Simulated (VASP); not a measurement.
# Br (I4/mmm) in VASP: notebook

Runs on Br. Level: PBE+D3(BJ). Tasks: single point.

All numbers are computed with VASP 6.6.1; they aren't measurements. Logs are shortened: lines on timing, memory, paths and dates and some standing lists are left out, and cuts for length are marked.

## (1) The cell of the first run

The structure is tetragonal, space group I4/mmm (No. 139). Conventional cell: a = 2.891 Å, b = 2.891 Å, c = 6.083 Å, α = 90.00°, β = 90.00°, γ = 90.00°. Within 3.8 Å of Br (site symmetry 4/mmm) lie 12 Br at 2.89 to 3.66 Å.

## (2) Single point, PBE+D3(BJ)

Contents of INCAR:

```
  PREC = Accurate
  ENCUT = 520
  EDIFF = 1E-7
  ISMEAR = 0
  SIGMA = 0.15
  LREAL = F
  LASPH = T
  NELM = 80
  ALGO = Normal
  ISIF = 2
  LWAVE = F
  LCHARG = F
  GGA = PE
  IVDW = 12
  NBANDS = 10
```

Contents of KPOINTS:

```
Automatic mesh
0
Gamma
  22 22 22
```

Contents of POSCAR:

```
Br
1.0
   -1.4453500000      1.4453500000      3.0415500000
    1.4453500000     -1.4453500000      3.0415500000
    1.4453500000      1.4453500000     -3.0415500000
Br
1
Direct
    0.0000000000      0.0000000000      0.0000000000
```

Potentials or basis: VASP PAW PBE potentials, release 64 (Br).

Launch:

```
cat potpaw_PBE.64/Br/POTCAR > POTCAR
mpirun -np 1 vasp_std > vasp.out
```

OUTCAR:

```text
PREC = Accurate
   ENCUT = 520
   EDIFF = 1E-7
   ISMEAR = 0
   LREAL = F
   LASPH = T
   NELM = 80
   ISIF = 2
   GGA = PE
   IVDW = 12
 IVDW          = 12

 ion  position               nearest neighbor table
   1  0.000  0.000  0.000-

  LATTYP: Found a body centered tetragonal cell.
 ALAT       =     2.8907000000
 C/A-ratio  =     2.1043691839

  Lattice vectors:

 A1 = (  -1.4453500000,   1.4453500000,   3.0415500000)
 A2 = (   1.4453500000,  -1.4453500000,   3.0415500000)
 A3 = (   1.4453500000,   1.4453500000,  -3.0415500000)

Analysis of symmetry for initial positions (statically):
=====================================================================
 Subroutine PRICEL returns:
 Original cell was already a primitive cell.

 Routine SETGRP: Setting up the symmetry group for a
 body centered tetragonal supercell.

 Subroutine GETGRP returns: Found 16 space group operations
 (whereof 16 operations were pure point group operations)
 out of a pool of 16 trial point group operations.

The static configuration has the point symmetry D_4h.

Analysis of symmetry for dynamics (positions and initial velocities):
=====================================================================
 Subroutine PRICEL returns:
 Original cell was already a primitive cell.

 Routine SETGRP: Setting up the symmetry group for a
 body centered tetragonal supercell.

 Subroutine GETGRP returns: Found 16 space group operations
 (whereof 16 operations were pure point group operations)
 out of a pool of 16 trial point group operations.

The dynamic configuration has the point symmetry D_4h.

 Subroutine INISYM returns: Found 16 space group operations
 (whereof 16 operations are pure point group operations),
 and found     1 'primitive' translations

----------------------------------------------------------------------------------------

                                     Primitive cell

  volume of cell :      25.4156

  direct lattice vectors                    reciprocal lattice vectors
    -1.445350000  1.445350000  3.041550000     0.000000000  0.345936970  0.164389867
     1.445350000 -1.445350000  3.041550000     0.345936970  0.000000000  0.164389867
     1.445350000  1.445350000 -3.041550000     0.345936970  0.345936970  0.000000000

  length of vectors
     3.664573597  3.664573597  3.664573597     0.383009681  0.383009681  0.489228755

  position of ions in fractional coordinates (direct lattice)
     0.000000000  0.000000000  0.000000000

  ion indices of the primitive-cell ions
   primitive index   ion index
                 1           1

----------------------------------------------------------------------------------------

 KPOINTS: Automatic mesh

Automatic generation of k-mesh.
 Grid dimensions read from file:
 generate k-points for:   22   22   22

 Generating k-lattice:

  Cartesian coordinates                     Fractional coordinates (reciprocal lattice)
     0.000000000  0.015724408  0.007472267     0.045454545  0.000000000  0.000000000
     0.015724408  0.000000000  0.007472267     0.000000000  0.045454545  0.000000000
     0.015724408  0.015724408  0.000000000     0.000000000  0.000000000  0.045454545

  Length of vectors
     0.017409531  0.017409531  0.022237671

  Shift w.r.t. Gamma in fractional coordinates (k-lattice)
     0.000000000  0.000000000  0.000000000

 Subroutine IBZKPT returns following result:
 ===========================================

 Found    834 irreducible k-points:

 Following reciprocal coordinates:
            Coordinates               Weight
  0.000000  0.000000  0.000000      1.000000
  0.045455 -0.000000  0.000000      8.000000
  0.090909 -0.000000  0.000000      8.000000
  0.136364 -0.000000  0.000000      8.000000
  0.181818 -0.000000  0.000000      8.000000
  0.227273 -0.000000  0.000000      8.000000
[... 16 lines left out ...]
  0.500000  0.045455  0.000000     16.000000
 -0.454545  0.045455 -0.000000     16.000000
 [... further k-points ...]
   k-points           NKPTS =    834   k-points in BZ     NKDIM =    834   number of bands    NBANDS=     10
   number of dos      NEDOS =    301   number of ions     NIONS =      1
   total plane-waves  NPLWV =  21952
   dimension x,y,z NGX =    28 NGY =   28 NGZ =   28
   dimension x,y,z NGXF=    56 NGYF=   56 NGZF=   56
   ions per type =               1
   NGX,Y,Z   is equivalent  to a cutoff of  12.70, 12.70, 12.70 a.u.
   NGXF,Y,Z  is equivalent  to a cutoff of  25.40, 25.40, 25.40 a.u.
 SYSTEM =  unknown system
   PREC   = accura    normal or accurate (medium, high low for compatibility)
   ISTART =      0    job   : 0-new  1-cont  2-samecut
   ICHARG =      2    charge: 1-file 2-atom 10-const
   ISPIN  =      1    spin polarized calculation?
   LNONCOLLINEAR =      F non collinear calculations
   LSORBIT =      F    spin-orbit coupling
   LASPH  =      T    aspherical Exc in radial PAW
   ENCUT  =  520.0 eV  38.22 Ry    6.18 a.u.   6.81  6.81  6.81*2*pi/ulx,y,z
   NELM   =     80;   NELMIN=  2; NELMDL= -5     # of ELM steps
   EDIFF  = 0.1E-06   stopping-criterion for ELM
   LREAL  =      F    real-space projection
   EDIFFG = 0.1E-05   stopping-criterion for IOM
   NSW    =      0    number of steps for IOM
   IBRION =     -1    ionic relax: 0-MD 1-quasi-New 2-CG
   NFREE  =      0    steps in history (QN), initial steepest desc. (CG)
   ISIF   =      2    stress and relaxation
   ISYM   =      2    0-nonsym 1-usesym 2-fastsym
   POTIM  = 0.5000    time-step for ionic-motion
   TEBEG  =    0.0;   TEEND  =   0.0 temperature during run
   PSTRESS=    0.0 pullay stress
   NELECT =       7.0000    total number of electrons
   NUPDOWN=      -1.0000    fix difference up-down
   EMIN   =  10.00;   EMAX   =-10.00  energy-range for DOS
   EFERMI =   0.00;   METHOD = LEGACY
   ISMEAR =     0;   SIGMA  =   0.15  broadening in eV -4-tet -1-fermi 0-gaus
   EFERMI_NEDOS =   21; number of points for ismear=-14 and -15
   IALGO  =     38    algorithm
   IMIX   =      4    mixing-type and parameters
     AMIX     =   0.40;   BMIX     =  1.00
     AMIX_MAG =   1.60;   BMIX_MAG =  1.00
  volume/ion in A,a.u.               =      25.42       171.51
  Fermi-wavevector in a.u.,A,eV,Ry     =   1.065141  2.012825 15.436160  1.134526
  Thomas-Fermi vector in A             =   2.200683
   LORBIT       =      0    0 simple, 1 ext, 2 COOP (PROOUT), +10 PAW based schemes
   GGA     = PE    functional components
   LHFCALC =     F    Hartree Fock is set to
   AEXX    =    0.0000 exact exchange contribution
   IVDW    =    12    specifies the selected vdW correction
   LEPSILON=     F    determine dielectric tensor
   LRPA    =     F    only Hartree local field effects (RPA)
 non-spin polarized calculation
 Gauss-broadening in eV      SIGMA  =   0.15
  energy-cutoff  :      520.00
  volume of cell :       25.42
 maximum number of plane-waves:       712
   NGX = 13   NGY = 13   NGZ = 13

 number of electron       7.0000001 magnetization

 Free energy of the ion-electron system (eV)
  ---------------------------------------------------
  ext. energy  EPLUGINS =         0.00000000
  ---------------------------------------------------
  free energy    TOTEN  =        -1.33798523 eV

  energy without entropy =       -1.33307777  energy(sigma->0) =       -1.33553150

 E-fermi :   2.3433     XC(G=0):  -9.3894

 val. band max:        2.3418690088   @ k =  -0.2273  -0.3182   0.2273
 cond. band min:       2.3474009531   @ k =  -0.3182  -0.3182   0.2273
 fundamental gap:      0.0055319442
 Fermi energy:         2.3433287899

 k-point     1 :       0.0000    0.0000    0.0000
  band No.  band energies     occupation
      1     -13.8799      2.00000
      2       1.4489      2.00000
      3       3.4110      0.00000
      4       3.4110      0.00000
      5       9.3289      0.00000
      6      12.6895      0.00000
      7      13.5105      0.00000
      8      17.3002      0.00000
      9      17.3002      0.00000
     10      19.1342      0.00000

 k-point     2 :       0.0455   -0.0000    0.0000
  band No.  band energies     occupation
      1     -13.8527      2.00000
      2       1.4233      2.00000
      3       3.1989      0.00000
      4       3.4221      0.00000
      5       9.4464      0.00000
      6      12.8127      0.00000
      7      13.6164      0.00000
      8      16.6866      0.00000
      9      17.3480      0.00000
     10      19.4839      0.00000

 k-point     3 :       0.0909   -0.0000    0.0000
  band No.  band energies     occupation
      1     -13.7719      2.00000
      2       1.3441      2.00000
      3       2.6429      0.00474
      4       3.4547      0.00000
      5       9.7470      0.00000
      6      13.0291      0.00000
      7      14.0275      0.00000
      8      15.7063      0.00000
      9      17.4896      0.00000
     10      19.8576      0.00000

 k-point     4 :       0.1364   -0.0000    0.0000
  band No.  band energies     occupation
      1     -13.6405      2.00000
      2       1.1781      2.00000
      3       1.9304      1.99990
      4       3.5071      0.00000
      5      10.1279      0.00000
      6      13.1666      0.00000
      7      14.4016      0.00000
      8      15.2752      0.00000
      9      17.7180      0.00000
     10      20.2400      0.00000

 k-point     5 :       0.1818   -0.0000    0.0000
  band No.  band energies     occupation
      1     -13.4633      2.00000
      2       0.7061      2.00000
      3       1.4135      2.00000
      4       3.5762      0.00000
      5      10.4639      0.00000
      6      13.2133      0.00000
      7      13.9850      0.00000
      8      16.2213      0.00000
      9      18.0145      0.00000
     10      20.7014      0.00000

 k-point     6 :       0.2273   -0.0000    0.0000
  band No.  band energies     occupation
      1     -13.2482      2.00000
      2      -0.0969      2.00000
      3       1.2086      2.00000
      4       3.6578      0.00000
      5      10.5711      0.00000
      6      13.1879      0.00000
      7      13.9324      0.00000
      8      17.4417      0.00000
      9      18.3194      0.00000
     10      20.2390      0.00000
[... 183 lines left out ...]
 k-point    21 :       0.4091    0.0455    0.0000
  band No.  band energies     occupation
      1     -12.2667      2.00000
      2      -2.8883      2.00000
      3       0.7908      2.00000
      4       3.7831      0.00000
      5       9.3641      0.00000
      6      14.1619      0.00000
      7      16.2485      0.00000
      8      17.3336      0.00000
      9      20.0739      0.00000
     10      21.0971      0.00000

 k-point    22 :       0.4545    0.0455    0.0000
  band No.  band energies     occupation
      1     -12.1382      2.00000
      2      -3.1957      2.00000
      3       0.7951      2.00000
      4       3.8324      0.00000
      5       9.1735      0.00000
      6      14.3407      0.00000
      7      16.1135      0.00000
      8      17.7604      0.00000
      9      20.1056      0.00000
     10      21.0666      0.00000

 k-point    23 :       0.5000    0.0455    0.0000
  band No.  band energies     occupation
      1     -12.1002      2.00000
      2      -3.2888      2.00000
      3       0.8228      2.00000
      4       3.8541      0.00000
      5       9.1071      0.00000
      6      14.4400      0.00000
      7      16.0036      0.00000
      8      17.7334      0.00000
      9      20.0615      0.00000
     10      21.0333      0.00000

 k-point    24 :      -0.4545    0.0455   -0.0000
  band No.  band energies     occupation
      1     -12.1600      2.00000
      2      -3.1592      2.00000
      3       0.8706      2.00000
      4       3.8460      0.00000
      5       9.1701      0.00000
      6      14.4237      0.00000
      7      15.9648      0.00000
      8      17.2479      0.00000
      9      19.9257      0.00000
     10      21.1257      0.00000

 [... further k-points ...]

------------------------ aborting loop because EDIFF is reached ----------------------------------------

 Edisp (eV)   -0.29141

 E8    (eV) :    -0.1163

  FORCE on cell =-STRESS in cart. coord.  units (eV):
  Direction    XX          YY          ZZ          XY          YZ          ZX
  --------------------------------------------------------------------------------------
  -------------------------------------------------------------------------------------
  Total      -0.38209    -0.38209     0.91378     0.00000     0.00000     0.00000
  in kB     -24.08639   -24.08639    57.60400     0.00000     0.00000     0.00000
  external pressure =        3.14 kB  Pullay stress =        0.00 kB

 VOLUME and BASIS-vectors are now :
 -----------------------------------------------------------------------------
  energy-cutoff  :      520.00
  volume of cell :       25.42
      direct lattice vectors                 reciprocal lattice vectors
    -1.445350000  1.445350000  3.041550000     0.000000000  0.345936970  0.164389867
     1.445350000 -1.445350000  3.041550000     0.345936970  0.000000000  0.164389867
     1.445350000  1.445350000 -3.041550000     0.345936970  0.345936970  0.000000000

 POSITION                                       TOTAL-FORCE (eV/Angst)
 -----------------------------------------------------------------------------------
      0.00000      0.00000      0.00000         0.000000      0.000000      0.000000
 -----------------------------------------------------------------------------------
    total drift:                               -0.000000      0.000000      0.000000

  FREE ENERGIE OF THE ION-ELECTRON SYSTEM (eV)
  ---------------------------------------------------
  free  energy   TOTEN  =        -1.6293917239 eV

  energy  without entropy=       -1.6244842677  energy(sigma->0) =       -1.62693800
```

It took 2.5 min on 1 thread of Intel Xeon Platinum 8259CL at 2.50GHz (Skylake/Cascade Lake), shared host; peak memory 0.33 GiB.

Results:

| Quantity | Value |
| --- | --- |
| Free energy | -1.6294 eV |
| Pressure | 0.3 GPa |
| Band gap on the k mesh | zero (an odd number of electrons rules out a gap without spin polarisation) |
| Dispersion energy per atom | -0.291 eV |

Caveat: an odd number of electrons without spin polarisation forces a metal; a magnetic or distorted state may lie lower.

[end of part 1 of 2]
